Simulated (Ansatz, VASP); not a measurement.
# Two plane-wave programs on AgSn2SeI3

File INCAR:

```
SYSTEM = AgSn2SeI3
PREC = Accurate
ENCUT = 600
EDIFF = 1E-6
ISMEAR = 0
SIGMA = 0.15
LREAL = .False.
LASPH = .True.
NELM = 80
ALGO = Normal
ISIF = 3
LWAVE = .False.
LCHARG = .False.
GGA = PE
IBRION = 2
NSW = 36
EDIFFG = -0.08
```

File KPOINTS:

```
regular mesh
0
Gamma
  2 2 3
  0 0 0
```

The input POSCAR:

```
AgSn2SeI3
1.0
    7.5374630800      0.0000000000      0.0000000000
   -3.7687315400      6.5276345000      0.0000000000
    0.0000000000      0.0000000000      4.8953090500
Ag Sn Se I
1 2 1 3
Direct
    0.0000000000      0.0000000000      0.0000000000
    0.3333333300      0.6666666700      0.5000000000
    0.6666666700      0.3333333300      0.5000000000
    0.0000000000      0.0000000000      0.5000000000
    0.5083576700      0.0000000000      0.5000000000
    0.0000000000      0.5083576700      0.5000000000
    0.4916423300      0.4916423300      0.5000000000
```

Input for Ansatz:

```yaml
crystal:
  lattice:
    - [7.53746308, 0.0, 0.0]
    - [-3.76873154, 6.5276345, 0.0]
    - [0.0, 0.0, 4.89530905]
  atoms:
    - { symbol: Ag, position: [0.0, 0.0, 0.0] }
    - { symbol: Sn, position: [0.33333333, 0.66666667, 0.5] }
    - { symbol: Sn, position: [0.66666667, 0.33333333, 0.5] }
    - { symbol: Se, position: [0.0, 0.0, 0.5] }
    - { symbol: I, position: [0.50835767, 0.0, 0.5] }
    - { symbol: I, position: [0.0, 0.50835767, 0.5] }
    - { symbol: I, position: [0.49164233, 0.49164233, 0.5] }
basis:
  ecutwfc: 420
kpoints:
  mp_grid: { grid: [2, 2, 3] }
hamiltonian:
  xc: pbe
scf:
  occupations: { method: gaussian, width: 0.15 }
  lower_state_search: "off"
output:
  forces: true
  stress: true
  eigenvalues: true
relax:
  adjacent_minimum: "off"
  f_tol: 0.08
  max_steps: 16
  cell: { stress_tol: 0.8 }
```

Alike in both runs: task relaxation of cell and atoms; functional PBE; k mesh 2 × 2 × 3; occupations gaussian, width 0.15 eV; no spin polarisation.

```csv
,VASP,Ansatz
version,VASP 6.6.1,Ansatz 0.2.0
potentials or method,"VASP PAW PBE potentials, release 64 (Ag, Sn_d, Se, I), cutoff 600 eV","scalar-relativistic, plane waves, PAW"
valence electrons in the cell,66,114
```

|  | VASP | Ansatz | Ansatz less VASP |
| --- | --- | --- | --- |
| gap on the k mesh at the Fermi level, each at its own relaxed structure (eV) | none | none | - |
| relaxed volume (Å³/atom) | 64.57 | 58.50 | -6.078 |
| relaxed cell length with the largest relative difference (Å) | 10.438 | 9.923 | -0.5151 |

A gap of «none» marks a metal or a gap that the smearing closes. One of these differences is far larger than is usual between the two programs; its cause wasn't traced. VASP's potentials hold 66 valence electrons a cell and Ansatz's 114, so a difference there can come from the potentials and not from the codes.

The k mesh is coarse, so the values compare programs but aren't converged. Neither program's run includes spin-orbit coupling. Noted on VASP's run: the volume moved by over 15 % at a fixed basis, so the end points are rough.
